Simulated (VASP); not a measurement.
Input of a VASP 6.6.1 run:

INCAR

```
SYSTEM = Ti
PREC = Accurate ; ENCUT = 520
EDIFF = 1E-7 ; ISMEAR = 0
SIGMA = 0.15 ; LREAL = .False.
LASPH = .True. ; NELM = 150
ALGO = Fast ; ISIF = 2
LWAVE = .False. ; LCHARG = .True.
ISPIN = 2 ; MAGMOM = 0.625
LORBIT = 11 ; NUPDOWN = 0.625
LMAXMIX = 4 ; LELF = .True.
LVHAR = .True. ; NBANDS = 16
```

KPOINTS

```
Automatic mesh
0
Gamma
  22 22 22
  0 0 0
```

File POSCAR:

```
Ti
1.0
    0.0000000000      1.9170669191      1.9170669191
    1.9170669191      0.0000000000      1.9170669191
    1.9170669191      1.9170669191      0.0000000000
Ti
1
Direct
    0.0000000000      0.0000000000      0.0000000000
```

Potentials or basis: VASP PAW LDA potentials, release 64 (Ti_sv).

Command:

```bash
$ cat potpaw_LDA.64/Ti_sv/POTCAR > POTCAR
$ mpirun -np 1 vasp_std > vasp.out
```

Question: Predict the pressure.

Answer: 21.2 GPa.

Caveat: the cell stands under pressure; the total moment is fixed, so each spin has its own Fermi level and the state may be an excited one.
